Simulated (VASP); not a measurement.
Wanted: the native input for a VASP 6.6.1 run.

| Quantity | Value |
| --- | --- |
| Task | single point |
| Functional | PBE |
| Potentials or basis | VASP PAW PBE potentials, release 64 (Ta_pv, Cd) |
| Cutoff | 520 eV |
| k mesh | 4 × 4 × 4 |
| Occupations | gaussian, width 0.1 eV |
| Spin | no spin polarisation |
| Dipole correction | no |
| Further INCAR settings | ALGO = Normal; EDIFF = 1e-06; NBANDS = 32 |

The structure of TaCd3 lies in POSCAR:

```
TaCd3
1.0
    4.2489463087      0.0000000000      0.0000000000
    0.0000000000      4.2489463087      0.0000000000
    0.0000000000      0.0000000000      4.2489463087
Ta Cd
1 3
Direct
    0.0000000000      0.0000000000      0.0000000000
    0.0000000000      0.5000000000      0.5000000000
    0.5000000000      0.0000000000      0.5000000000
    0.5000000000      0.5000000000      0.0000000000
```

These files were run (other wordings do the same):

INCAR

```
SYSTEM = TaCd3
PREC     = Accurate       ! precision mode
ENCUT    = 520            ! plane-wave cutoff, eV
EDIFF    = 1E-6           ! SCF threshold, eV
ISMEAR   = 0              ! smearing method
SIGMA    = 0.1            ! smearing width, eV
LREAL    = .False.        ! projectors in reciprocal space
LASPH    = .True.         ! aspherical terms in the spheres
NELM     = 100            ! most SCF steps
ALGO     = Normal         ! electronic algorithm
ISIF     = 2              ! what is computed and relaxed
LWAVE    = .False.        ! write WAVECAR
LCHARG   = .False.        ! write CHGCAR
GGA      = PE             ! functional
NBANDS   = 32             ! bands
```

KPOINTS

```
Automatic mesh
0
Gamma
  4 4 4
  0 0 0
```

Potentials or basis: VASP PAW PBE potentials, release 64 (Ta_pv, Cd).

The run is started by

```sh
$ cat potpaw_PBE.64/Ta_pv/POTCAR potpaw_PBE.64/Cd/POTCAR > POTCAR
$ mpirun -np 1 vasp_std > vasp.out
```

Results of the run:

| Quantity | Value |
| --- | --- |
| Pressure | 3.9 GPa |
| Band gap on the k mesh | zero (an odd number of electrons rules out a gap without spin polarisation) |

Caveat: the k points lie up to 0.37 Å⁻¹ apart, too coarse for converged energies and pressures of a metal; spin-orbit coupling is left out, which moves the levels of the heavy elements.

Run time: 12 s on 1 thread of AMD EPYC 9R45 96-Core Processor (Zen 5) (shared host), peak memory 0.15 GiB.
